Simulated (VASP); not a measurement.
Input of a VASP 6.6.1 run:

The input INCAR:

```
SYSTEM = BP
PREC = Accurate
ENCUT = 520
EDIFF = 1E-7
ISMEAR = 0
SIGMA = 0.01
LREAL = .False.
LASPH = .True.
NELM = 80
ALGO = Normal
ISIF = 2
LWAVE = .False.
LCHARG = .False.
NBANDS = 11
```

Contents of KPOINTS:

```
Automatic mesh
0
Gamma
  8 8 8
  0 0 0
```

The input POSCAR:

```
BP
1.0
    2.2566092498      2.2566092498      0.0000000000
   -2.2566092498      2.2566092498      0.0000000000
    0.0000000000      2.2566092498      2.2386461911
B P
1 1
Direct
    0.0000000000      0.0000000000      0.0000000000
    0.7500000000      0.2500000000      0.5000000000
```

Potentials or basis: VASP PAW LDA potentials, release 64 (B, P).

Launch:

```sh
$ cat potpaw_LDA.64/B/POTCAR potpaw_LDA.64/P/POTCAR > POTCAR
$ mpirun -np 1 vasp_std > vasp.out
```

Question: What does it give for the pressure?

Answer: -1.3 GPa.

Question: Predict the band gap on the k mesh.

Answer: 1.07 eV, indirect (least direct gap 3.34 eV).

Stress tensor (GPa, compression positive):
```
-2.05  0.00  0.00
 0.00 -2.05  0.00
 0.00  0.00  0.10
```

Caveat: the cell differs from its parent crystal (in-plane strain +0.005). A k mesh can miss the band edges.
